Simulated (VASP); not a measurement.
Crystal: GaAs (qq12).

```
Ga As
1.0
     0.00000    2.87509    2.87509
     2.87509    0.00000    2.87509
     2.87509    2.87509    0.00000
Ga As
1 1
Direct
  0.00000 0.00000 0.00000
  0.75000 0.75000 0.75000
```

```yaml
Program: VASP 6.6.1
Task: relaxation of cell and atoms
Functional: LDA
Potentials_or_basis: VASP PAW LDA potentials, release 64 (Ga_d, As)
Cutoff: 600 eV
k_mesh: 10 × 10 × 10
Occupations: gaussian, width 0.1 eV
Spin: no spin polarisation
```

At the start: pressure -4.6 GPa; volume 23.77 Å³/atom.

Problem. How do energy, volume and symmetry change on relaxing?

Solution. Over 20 steps the energy falls by 26.0 meV/atom and the volume is 22.09 Å³/atom (-7.1 %); space group F-43m (No. 216, to 0.05 Å).

The path:
| step | energy change (eV) | largest force (eV/Å) | pressure (GPa) | volume (Å³) |
| --- | --- | --- | --- | --- |
| 1 | 0.0000 | 0.0000 | -4.59 | 47.53 |
| 2 | -0.0447 | 0.0000 | 2.09 | 43.00 |
| 3 | -0.0520 | 0.0000 | 0.03 | 44.15 |
| 4 | -0.0520 | 0.0000 | -0.15 | 44.21 |
| 5 | -0.0520 | 0.0000 | -0.06 | 44.21 |
| 6 | -0.0520 | 0.0000 | -0.10 | 44.21 |
| 7 | -0.0520 | 0.0000 | -0.09 | 44.21 |
| 8 | -0.0520 | 0.0000 | -0.09 | 44.21 |
| 9 | -0.0520 | 0.0000 | -0.09 | 44.21 |
| 10 | -0.0520 | 0.0000 | -0.10 | 44.20 |
| 11 | -0.0520 | 0.0000 | -0.03 | 44.20 |
| 12 | -0.0520 | 0.0000 | -0.08 | 44.20 |
| 13 | -0.0520 | 0.0000 | -0.02 | 44.19 |
| 14 | -0.0520 | 0.0000 | -0.07 | 44.19 |
| 15 | -0.0520 | 0.0000 | -0.07 | 44.19 |
| 16 | -0.0520 | 0.0000 | 0.02 | 44.18 |
| 17 | -0.0520 | 0.0000 | -0.03 | 44.18 |
| 18 | -0.0520 | 0.0000 | -0.06 | 44.18 |
| 19 | -0.0520 | 0.0000 | -0.05 | 44.18 |
| 20 | -0.0520 | 0.0000 | 0.01 | 44.17 |

Final structure:
```
CELL_PARAMETERS angstrom
0.00000 2.80573 2.80573
2.80573 0.00000 2.80573
2.80573 2.80573 0.00000
ATOMIC_POSITIONS crystal
Ga 0.00000 0.00000 0.00000
As 0.75000 0.75000 0.75000
```
